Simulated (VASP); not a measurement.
Here is a VASP 6.6.1 calculation.

INCAR

```
SYSTEM = TiTe2
PREC = Accurate ; ENCUT = 520
EDIFF = 1E-6 ; ISMEAR = -1
SIGMA = 0.05 ; LREAL = .FALSE.
LASPH = .TRUE. ; NELM = 80
ALGO = Normal ; ISIF = 2
LWAVE = .FALSE. ; LCHARG = .FALSE.
GGA = PE ; NBANDS = 19
```

KPOINTS

```
regular mesh
0
G
  8 8 4
  0 0 0
```

Contents of POSCAR:

```
TiTe2
1.0
    3.8020139740      0.0000000000      0.0000000000
   -1.9010069870      3.2926406870      0.0000000000
    0.0000000000      0.0000000000      6.5410343667
Te Ti
2 1
Direct
    0.3333333333      0.6666666667      0.7372000000
    0.6666666667      0.3333333333      0.2628000000
    0.0000000000      0.0000000000      0.0000000000
```

Potentials or basis: VASP PAW PBE potentials, release 64 (Te, Ti_sv).

Run with:

```bash
$ cat potpaw_PBE.64/Te/POTCAR potpaw_PBE.64/Ti_sv/POTCAR > POTCAR
$ mpirun -np 1 vasp_std > vasp.out
```

Question: What does it give for the pressure?

Answer: -0.4 GPa.

Question: Predict the largest force.

Answer: 0.143 eV/Å.

Question: What does it give for the band gap on the k mesh?

Answer: Zero (band 12 reaches 6.97 eV, above the bottom of band 13 at 6.34 eV).

Forces on the atoms (eV/Å):
```
Te   0.000  0.000  0.143
Te   0.000  0.000 -0.143
Ti   0.000  0.000  0.000
```

Caveat: spin-orbit coupling is left out, which moves the levels of the heavy elements; this functional lacks dispersion, which binds the layers, so the pressure and a relaxed spacing across them are unreliable.
